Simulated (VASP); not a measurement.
Write the native input for VASP 6.6.1 that does the following.

| Quantity | Value |
| --- | --- |
| Task | single point |
| Functional | PBEsol |
| Potentials or basis | VASP PAW PBE potentials, release 64 (Al, Cu) |
| Cutoff | 520 eV |
| k mesh | 12 × 12 × 8 |
| Occupations | fermi-dirac, width 0.3 eV |
| Spin | no spin polarisation |
| Dipole correction | no |
| Further INCAR settings | ALGO = Fast; EDIFF = 1e-06; NBANDS = 24 |

The structure of Al3Cu2 lies in POSCAR:

```
Al3Cu2
1.0
    4.0919516368      0.0000000000      0.0000000000
   -2.0459758184      3.5437340685      0.0000000000
    0.0000000000      0.0000000000      4.9927787000
Al Cu
3 2
Direct
    0.0000000000      0.0000000000      0.0000000000
    0.3333333333      0.6666666667      0.3499253500
    0.6666666667      0.3333333333      0.6500746500
    0.3333333333      0.6666666667      0.8395121300
    0.6666666667      0.3333333333      0.1604878700
```

These files were run (other wordings do the same):

INCAR

```
SYSTEM = Al3Cu2
  PREC = Accurate
  ENCUT = 520
  EDIFF = 1E-6
  ISMEAR = -1
  SIGMA = 0.3
  LREAL = .FALSE.
  LASPH = .TRUE.
  NELM = 80
  ALGO = Fast
  ISIF = 2
  LWAVE = .FALSE.
  LCHARG = .FALSE.
  GGA = PS
  NBANDS = 24
```

KPOINTS

```
Automatic mesh
0
G
  12 12 8
  0 0 0
```

Potentials or basis: VASP PAW PBE potentials, release 64 (Al, Cu).

Command:

```sh
$ cat potpaw_PBE.64/Al/POTCAR potpaw_PBE.64/Cu/POTCAR > POTCAR
$ mpirun -np 1 vasp_std > vasp.out
```

It gave:

```yaml
Pressure: 1.5 GPa
Largest_force: 0.104 eV/Å
```

Caveat: the PAW data sets were made with another functional, which shifts forces and pressure a little.

Run time: 3.2 min on 1 thread of Intel(R) Xeon(R) 6975P-C (Granite Rapids) (shared host), peak memory 0.32 GiB.
